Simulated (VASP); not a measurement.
# Ru (P6_3/mmc) in VASP: single point with PBE

Aim: the single point of Ru with PBE.

Program: VASP 6.6.1. These are calculated values, not measurements. Logs are shortened: lines on timing, memory, paths and dates and some standing lists are left out, and cuts for length are marked.

### Step 1. The cell of the first run

The structure is hexagonal, space group P6_3/mmc (No. 194). Conventional cell: a = 2.706 Å, b = 2.706 Å, c = 4.282 Å, α = 90.00°, β = 90.00°, γ = 120.00°. Ru (site symmetry -6m2) has 12 Ru at 2.65 to 2.71 Å within 3.5 Å.

### Step 2. Single point, PBE

The input, INCAR:

```
PREC     = Accurate       # precision mode
ENCUT    = 520            # plane-wave cutoff, eV
EDIFF    = 1E-6           # SCF threshold, eV
ISMEAR   = 0              # smearing method
SIGMA    = 0.05           # smearing width, eV
LREAL    = False          # projectors in reciprocal space
LASPH    = True           # aspherical terms in the spheres
NELM     = 100            # most SCF steps
ALGO     = Normal         # electronic algorithm
ISIF     = 2              # what is computed and relaxed
LWAVE    = False          # write WAVECAR
LCHARG   = False          # write CHGCAR
GGA      = PE             # functional
NBANDS   = 21             # bands
```

The input, KPOINTS:

```
regular mesh
0
Gamma
  18 18 10
```

The input, POSCAR:

```
Ru
1.0
    2.7058000000      0.0000000000      0.0000000000
   -1.3529000000      2.3432915400      0.0000000000
    0.0000000000      0.0000000000      4.2819000000
Ru
2
Direct
    0.3333333300      0.6666666700      0.2500000000
    0.6666666700      0.3333333300      0.7500000000
```

Potentials or basis: VASP PAW PBE potentials, release 64 (Ru_pv).

Launch:

```sh
$ cat potpaw_PBE.64/Ru_pv/POTCAR > POTCAR
$ mpirun -np 1 vasp_std > vasp.out
```

OUTCAR:

```text
PREC = Accurate
   ENCUT = 520
   EDIFF = 1E-6
   ISMEAR = 0
   LREAL = False
   LASPH = True
   NELM = 100
   ISIF = 2
   GGA = PE

 ion  position               nearest neighbor table
   1  0.333  0.667  0.250-   2 2.65   2 2.65   2 2.65   2 2.65   2 2.65   2 2.65
   2  0.667  0.333  0.750-   1 2.65   1 2.65   1 2.65   1 2.65   1 2.65   1 2.65

  LATTYP: Found a hexagonal cell.
 ALAT       =     2.7058000000
 C/A-ratio  =     1.5824894671

  Lattice vectors:

 A1 = (   2.7058000000,   0.0000000000,   0.0000000000)
 A2 = (  -1.3529000000,   2.3432915400,   0.0000000000)
 A3 = (   0.0000000000,   0.0000000000,   4.2819000000)

Analysis of symmetry for initial positions (statically):
=====================================================================
 Subroutine PRICEL returns:
 Original cell was already a primitive cell.

 Routine SETGRP: Setting up the symmetry group for a
 hexagonal supercell.

 Subroutine GETGRP returns: Found 24 space group operations
 (whereof 12 operations were pure point group operations)
 out of a pool of 24 trial point group operations.

The static configuration has the point symmetry D_3d.
 The point group associated with its full space group is D_6h.

Analysis of symmetry for dynamics (positions and initial velocities):
=====================================================================
 Subroutine PRICEL returns:
 Original cell was already a primitive cell.

 Routine SETGRP: Setting up the symmetry group for a
 hexagonal supercell.

 Subroutine GETGRP returns: Found 24 space group operations
 (whereof 12 operations were pure point group operations)
 out of a pool of 24 trial point group operations.

The dynamic configuration has the point symmetry D_3d.
 The point group associated with its full space group is D_6h.

 Subroutine INISYM returns: Found 24 space group operations
 (whereof 12 operations are pure point group operations),
 and found     1 'primitive' translations

----------------------------------------------------------------------------------------

                                     Primitive cell

  volume of cell :      27.1493

  direct lattice vectors                    reciprocal lattice vectors
     2.705800000  0.000000000  0.000000000     0.369576465  0.213375072  0.000000000
    -1.352900000  2.343291540  0.000000000     0.000000000  0.426750143  0.000000000
     0.000000000  0.000000000  4.281900000     0.000000000  0.000000000  0.233541185

  length of vectors
[... 81 lines left out ...]
   NELM   =    100;   NELMIN=  2; NELMDL= -5     # of ELM steps
   EDIFF  = 0.1E-05   stopping-criterion for ELM
   LREAL  =      F    real-space projection
   EDIFFG = 0.1E-04   stopping-criterion for IOM
   NSW    =      0    number of steps for IOM
   IBRION =     -1    ionic relax: 0-MD 1-quasi-New 2-CG
   NFREE  =      0    steps in history (QN), initial steepest desc. (CG)
   ISIF   =      2    stress and relaxation
   ISYM   =      2    0-nonsym 1-usesym 2-fastsym
   POTIM  = 0.5000    time-step for ionic-motion
   TEBEG  =    0.0;   TEEND  =   0.0 temperature during run
   PSTRESS=    0.0 pullay stress
   NELECT =      28.0000    total number of electrons
   NUPDOWN=      -1.0000    fix difference up-down
   EMIN   =  10.00;   EMAX   =-10.00  energy-range for DOS
   EFERMI =   0.00;   METHOD = LEGACY
   ISMEAR =     0;   SIGMA  =   0.05  broadening in eV -4-tet -1-fermi 0-gaus
   EFERMI_NEDOS =   21; number of points for ismear=-14 and -15
   IALGO  =     38    algorithm
   IMIX   =      4    mixing-type and parameters
     AMIX     =   0.40;   BMIX     =  1.00
     AMIX_MAG =   1.60;   BMIX_MAG =  1.00
  volume/ion in A,a.u.               =      13.57        91.61
  Fermi-wavevector in a.u.,A,eV,Ry     =   1.654022  3.125649 37.222674  2.735789
  Thomas-Fermi vector in A             =   2.742361
   LORBIT       =      0    0 simple, 1 ext, 2 COOP (PROOUT), +10 PAW based schemes
   GGA     = PE    functional components
   LHFCALC =     F    Hartree Fock is set to
   AEXX    =    0.0000 exact exchange contribution
   IVDW    =     0    specifies the selected vdW correction
   LEPSILON=     F    determine dielectric tensor
   LRPA    =     F    only Hartree local field effects (RPA)
 non-spin polarized calculation
 Gauss-broadening in eV      SIGMA  =   0.05
  energy-cutoff  :      520.00
  volume of cell :       27.15
 maximum number of plane-waves:       752
 NGX is ok and might be reduce to    20
   NGX =  9   NGY =  9   NGZ = 15

 number of electron      28.0000009 magnetization

 Free energy of the ion-electron system (eV)
  ---------------------------------------------------
  ext. energy  EPLUGINS =         0.00000000
  ---------------------------------------------------
  free energy    TOTEN  =       -18.46285280 eV

  energy without entropy =      -18.46032656  energy(sigma->0) =      -18.46158968

 E-fermi :  12.8325     XC(G=0): -14.1204

 val. band max:       12.8280098689   @ k =   0.1667  -0.0000   0.4000
 cond. band min:      12.8359616990   @ k =   0.1667   0.1111   0.3000
 fundamental gap:      0.0079518301
 Fermi energy:        12.8324551526

 k-point     1 :       0.0000    0.0000    0.0000
  band No.  band energies     occupation
      1     -30.8042      2.00000
      2     -29.8701      2.00000
      3     -29.8701      2.00000
      4     -29.6999      2.00000
      5     -29.6999      2.00000
      6     -29.6601      2.00000
[... 565 lines left out ...]
     20      23.2668      0.00000
     21      24.0165      0.00000

 [... further k-points ...]

------------------------ aborting loop because EDIFF is reached ----------------------------------------

  FORCE on cell =-STRESS in cart. coord.  units (eV):
  Direction    XX          YY          ZZ          XY          YZ          ZX
  --------------------------------------------------------------------------------------
  -------------------------------------------------------------------------------------
  Total        0.7521579      0.7521579      0.7077390      0.0000000      0.0000000     -0.0000000
  in kB       44.3875388     44.3875389     41.7662184      0.0000000      0.0000000     -0.0000000
  external PRESSURE =      43.5137654 kB  Pullay stress =       0.0000000 kB

 VOLUME and BASIS-vectors are now :
 -----------------------------------------------------------------------------
  energy-cutoff  :      520.00
  volume of cell :       27.15
      direct lattice vectors                 reciprocal lattice vectors
     2.705800000  0.000000000  0.000000000     0.369576465  0.213375072  0.000000000
    -1.352900000  2.343291540  0.000000000     0.000000000  0.426750143  0.000000000
     0.000000000  0.000000000  4.281900000     0.000000000  0.000000000  0.233541185

 POSITION                                       TOTAL-FORCE (eV/Angst)
 -----------------------------------------------------------------------------------
     -0.00000      1.56219      1.07048         0.000000      0.000000      0.000000
      1.35290      0.78110      3.21143        -0.000000     -0.000000      0.000000
 -----------------------------------------------------------------------------------
    total drift:                               -0.000004      0.000003     -0.000000

  FREE ENERGIE OF THE ION-ELECTRON SYSTEM (eV)
  ---------------------------------------------------
  free  energy   TOTEN  =       -18.4628528046 eV

  energy  without entropy=      -18.4603265632  energy(sigma->0) =      -18.46158968
```

stdout:

```text
POSCAR found type information on POSCAR Ru
 POSCAR found :  1 types and       2 ions
 scaLAPACK will be used
 LDA part: xc-table for (Slater+PW92), standard interpolation
 POSCAR, INCAR and KPOINTS ok, starting setup
 FFT: planning ... GRIDC
 FFT: planning ... GRID_SOFT
 FFT: planning ... GRID
 WAVECAR not read
 entering main loop
```

It took 50 s on 1 thread of Intel Xeon Platinum 8488C (Sapphire Rapids), shared host; peak memory 0.21 GiB.

What came out:

```yaml
Free_energy: -18.4629 eV
Pressure: 4.4 GPa
Band_gap_on_the_k_mesh: zero (band 14 reaches 14.33 eV, above the bottom of band 15 at 11.20 eV)
```

Stress tensor (GPa, compression positive):
```
4.44 0.00 0.00
0.00 4.44 0.00
0.00 0.00 4.18
```

Levels at points of the mesh, in eV from the Fermi level:
| k point | band 12 | band 13 | band 14 | band 15 | band 16 | band 17 |
| --- | --- | --- | --- | --- | --- | --- |
| (0.00, 0.00, 0.00) | -1.90 | -1.90 | -1.38 | -1.38 | 1.19 | 1.19 |
| (0.50, 0.00, 0.00) | -1.78 | -1.51 | 1.44 | 1.86 | 1.93 | 4.08 |
| (0.00, 0.00, 0.50) | -2.75 | -2.70 | -2.70 | 0.56 | 0.56 | 0.56 |
| (0.50, 0.00, 0.50) | -1.05 | 0.46 | 0.46 | 1.69 | 1.69 | 3.41 |
